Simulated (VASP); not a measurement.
A run of VASP 6.6.1:

INCAR

```
PREC     = Accurate       # precision mode
ENCUT    = 520            # plane-wave cutoff, eV
EDIFF    = 1E-7           # SCF threshold, eV
ISMEAR   = -1             # smearing method
SIGMA    = 0.05           # smearing width, eV
LREAL    = F              # projectors in reciprocal space
LASPH    = T              # aspherical terms in the spheres
NELM     = 60             # most SCF steps
ALGO     = Normal         # electronic algorithm
ISIF     = 2              # what is computed and relaxed
LWAVE    = F              # write WAVECAR
LCHARG   = F              # write CHGCAR
GGA      = B5             # functional
ALDAX    = 1.0          
AGGAX    = 1.0          
AGGAC    = 1.0          
ALDAC    = 0.0          
IVDW     = 12             # dispersion correction
VDW_S6   = 1.0          
VDW_S8   = 2.6996       
VDW_A1   = 0.4298       
VDW_A2   = 4.2359       
NBANDS   = 16             # bands
```

The input KPOINTS:

```
Automatic mesh
0
Gamma
  8 8 8
```

The input POSCAR:

```
InP
1.0
    0.0000000000      2.9542041887      2.9542041887
    2.9542041887      0.0000000000      2.9542041887
    2.9542041887      2.9542041887      0.0000000000
In P
1 1
Direct
    0.0000000000      0.0000000000      0.0000000000
    0.7500000000      0.7500000000      0.7500000000
```

Potentials or basis: VASP PAW PBE potentials, release 64 (In_d, P).

Command:

```sh
$ cat potpaw_PBE.64/In_d/POTCAR potpaw_PBE.64/P/POTCAR > POTCAR
$ mpirun -np 1 vasp_std > vasp.out
```

Hardware: 1 thread of Intel Xeon 6975P-C (shared host).

Problem. How long does it take, and how much memory?

Solution. Wall time 21 s on 1 thread of Intel Xeon 6975P-C, with other jobs on the host, peak memory 0.19 GiB. Counts: scf iterations 13, k points 29.
